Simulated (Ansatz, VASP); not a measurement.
**N: VASP beside Ansatz**

INCAR

```
PREC = Accurate
ENCUT = 520
EDIFF = 1E-7
ISMEAR = -1
SIGMA = 0.02
LREAL = F
LASPH = T
NELM = 100
ALGO = Normal
ISIF = 2
LWAVE = F
LCHARG = F
GGA = PS
NBANDS = 18
```

KPOINTS

```
regular mesh
0
Gamma
  4 4 4
```

POSCAR

```
N
1.0
    5.6490000000     -0.0282450000     -0.0282450000
   -0.0282450000      5.6490000000     -0.0282450000
   -0.0282450000     -0.0282450000      5.6490000000
N
4
Direct
    0.0300000000      0.0300000000      0.0300000000
    0.4700000000      0.9700000000      0.5300000000
    0.5300000000      0.4700000000      0.9700000000
    0.9700000000      0.5300000000      0.4700000000
```

Input for Ansatz:

```yaml
crystal:
  lattice:
    - [5.649, -0.028245, -0.028245]
    - [-0.028245, 5.649, -0.028245]
    - [-0.028245, -0.028245, 5.649]
  atoms:
    - { symbol: "N", position: [0.03, 0.03, 0.03] }
    - { symbol: "N", position: [0.47, 0.97, 0.53] }
    - { symbol: "N", position: [0.53, 0.47, 0.97] }
    - { symbol: "N", position: [0.97, 0.53, 0.47] }
kpoints:
  mp_grid: { grid: [4, 4, 4] }
  band_path:
    path:
      - [0.0, 0.0, 0.0]
      - [0.5, 0.0, 0.0]
      - [0.5, -0.5, 0.5]
      - [0.4901240068, -0.5098759932, 0.4901240068]
      - [0.4901240068, 0.4901240068, 0.4901240068]
      - [0.0, 0.0, 0.0]
      - [0.5, -0.5, 0.0]
    npoints: 5
scf:
  occupations: { method: fermi_dirac, width: 0.02 }
hamiltonian:
  xc: pbesol
  pseudopotentials: { kind: all_electron, lapw: { basis_error: 0.001 } }
output:
  forces: true
  stress: true
  eigenvalues: true
```

Change from the starting cell: equal xy, yz and zx shear strains of -1 %.

Alike in both runs: task single point; functional PBEsol; k mesh 4 × 4 × 4; occupations fermi-dirac, width 0.02 eV; no spin polarisation.

|  | VASP | Ansatz |
| --- | --- | --- |
| version | VASP 6.6.1 | Ansatz 0.2.0 |
| potentials or method | VASP PAW PBE potentials, release 64 (N), cutoff 520 eV | all-electron LAPW, scalar-relativistic |

|  | VASP | Ansatz | Ansatz less VASP |
| --- | --- | --- | --- |
| pressure (GPa) | -4.1 | -4.1 | +0.04 |
| traceless stress, the component that is largest in VASP (GPa) | -0.09 | -0.09 | 0.000 |
| rms of the force components (eV/Å) | 0.227 | 0.227 | +0.0005 |

VASP's potentials were made for PBE, not for PBEsol. Atom by atom the forces differ by 0.001 eV/Å (rms over components). Ansatz ran all-electron here, and VASP with PAW potentials.
